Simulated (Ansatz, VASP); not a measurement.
One calculation of Mo, two programs

Contents of INCAR:

```
PREC = Accurate ; ENCUT = 520
EDIFF = 1E-6 ; ISMEAR = 0
SIGMA = 0.15 ; LREAL = False
LASPH = True ; NELM = 80
ALGO = Normal ; ISIF = 2
LWAVE = False ; LCHARG = False
GGA = CA ; NBANDS = 13
```

File KPOINTS:

```
regular mesh
0
Gamma
  18 18 18
```

The input POSCAR:

```
Mo
1.0
    2.8175757091      0.0000000000      0.0000000000
   -1.4087878546      2.4400921412      0.0000000000
    0.0000000000      0.0000000000      2.6318361210
Mo
1
Direct
    0.0000000000      0.0000000000      0.5000000000
```

Input for Ansatz:

```yaml
crystal:
  lattice:
    - [2.8175757091, 0.0, 0.0]
    - [-1.4087878546, 2.4400921412, 0.0]
    - [0.0, 0.0, 2.631836121]
  atoms:
    - { symbol: Mo, position: [0.0, 0.0, 0.5] }
basis:
  ecutwfc: 420
kpoints:
  mp_grid: { grid: [18, 18, 18] }
hamiltonian:
  xc: lda
scf:
  occupations: { method: gaussian, width: 0.15 }
output:
  forces: true
  stress: true
  eigenvalues: true
```

Change from the starting cell: strain +0.030 along x and y, +0.030 along z, atoms carried along.

Alike in both runs: task single point; functional LDA; k mesh 18 × 18 × 18; occupations gaussian, width 0.15 eV; no spin polarisation.

|  | VASP | Ansatz |
| --- | --- | --- |
| version | VASP 6.6.1 | Ansatz 0.2.0 |
| potentials or method | VASP PAW LDA potentials, release 64 (Mo_sv), cutoff 520 eV | scalar-relativistic, plane waves, PAW |
| valence electrons in the cell | 14 | 14 |

|  | VASP | Ansatz | Ansatz less VASP |
| --- | --- | --- | --- |
| gap on the k mesh at the Fermi level (eV) | none | none | - |
| pressure (GPa) | -22.3 | -23.0 | -0.67 |
| traceless stress, the component that is largest in VASP (GPa) | -3.94 | -3.99 | -0.053 |

LDA's correlation is that of Perdew and Zunger in VASP and of Perdew and Wang (1992) in Ansatz. A gap of «none» marks a metal or a gap that the smearing closes.
